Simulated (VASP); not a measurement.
Here is a VASP 6.6.1 calculation.

POSCAR

```
GaSb
1.0
    0.0000000000      2.9825250000      2.9060500000
    2.9825250000      0.0000000000      2.9060500000
    2.9825250000      2.9825250000      0.0000000000
Ga Sb
1 1
Direct
    0.0000000000      0.0000000000      0.0000000000
    0.7500000000      0.7500000000      0.7500000000
```

The input INCAR.step1:

```
SYSTEM = GaSb
ALGO     = Normal         ! electronic algorithm
EDIFF    = 1E-4           ! SCF threshold, eV
ENCUT    = 520            ! plane-wave cutoff, eV
GGA      = PE             ! functional
ISMEAR   = 0              ! smearing method
LASPH    = .TRUE.         ! aspherical terms in the spheres
LCHARG   = .FALSE.        ! write CHGCAR
LREAL    = .FALSE.        ! projectors in reciprocal space
LWAVE    = .TRUE.         ! write WAVECAR
NBANDS   = 16             ! bands
NELM     = 100            ! most SCF steps
PREC     = Accurate       ! precision mode
SIGMA    = 0.05           ! smearing width, eV
```

INCAR.step2

```
SYSTEM = GaSb
ALGO     = Normal         ! electronic algorithm
EDIFF    = 1E-6           ! SCF threshold, eV
ENCUT    = 520            ! plane-wave cutoff, eV
ISIF     = 2              ! what is computed and relaxed
ISMEAR   = 0              ! smearing method
ISTART   = 1            
LASPH    = .TRUE.         ! aspherical terms in the spheres
LCHARG   = .FALSE.        ! write CHGCAR
LMIXTAU  = .TRUE.       
LREAL    = .FALSE.        ! projectors in reciprocal space
LWAVE    = .FALSE.        ! write WAVECAR
METAGGA  = R2SCAN         ! meta-GGA
NBANDS   = 16             ! bands
NELM     = 100            ! most SCF steps
PREC     = Accurate       ! precision mode
SIGMA    = 0.05           ! smearing width, eV
```

Contents of KPOINTS:

```
k-points
0
G
  10 10 10
  0 0 0
```

Potentials or basis: VASP PAW PBE potentials, release 64 (Ga_d, Sb).

The run is started by

```bash
$ cat potpaw_PBE.64/Ga_d/POTCAR potpaw_PBE.64/Sb/POTCAR > POTCAR
$ cp INCAR.step1 INCAR
$ mpirun -np 1 vasp_std > vasp.out
$ cp INCAR.step2 INCAR
$ mpirun -np 1 vasp_std > vasp.out
```

Predict the band gap on the k mesh.

0.64 eV, indirect (least direct gap 1.14 eV).

Estimate the pressure.

7.6 GPa.

Stress tensor (GPa, compression positive):
```
7.20 0.00 0.00
0.00 7.20 0.00
0.00 0.00 8.45
```

Caveat: the cell differs from its parent crystal (strain -0.025 along x and y, -0.050 along z); the PAW data sets were made with another functional, which shifts forces and pressure a little; spin-orbit coupling is left out, which moves the levels of the heavy elements. A k mesh can miss the band edges.
